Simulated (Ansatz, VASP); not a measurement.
B2P3 in VASP and in Ansatz

```
B P
1.0
     3.71954    0.00000    0.00000
    -1.85977    3.22122    0.00000
     0.00000    0.00000    5.78351
B P
2 3
Direct
  0.66667 0.33333 0.75376
  0.33333 0.66667 0.24624
  0.66667 0.33333 0.35411
  0.33333 0.66667 0.64589
  0.00000 0.00000 0.00000
```

Change from the starting cell: species swapped into the La2O3 type (P-3m1, No. 164).

Alike in both runs: task relaxation of cell and atoms; functional PBE; k mesh 6 × 6 × 4; occupations gaussian, width 0.1 eV; no spin polarisation.

|  | VASP | Ansatz |
| --- | --- | --- |
| version | VASP 6.6.1 | Ansatz 0.2.0 |
| potentials or method | VASP PAW PBE potentials, release 64 (B, P), cutoff 600 eV | scalar-relativistic, plane waves, PAW |
| valence electrons in the cell | 21 | 21 |

```csv
,VASP,Ansatz,Ansatz less VASP
"gap on the k mesh at the Fermi level, each at its own relaxed structure (eV)",none,none,-
relaxed volume (Å³/atom),13.30,12.63,-0.668
relaxed cell length with the largest relative difference (Å),7.714,7.428,-0.2859
```

A gap of «none» marks a metal or a gap that the smearing closes. One of these differences is far larger than is usual between the two programs; its cause wasn't traced.
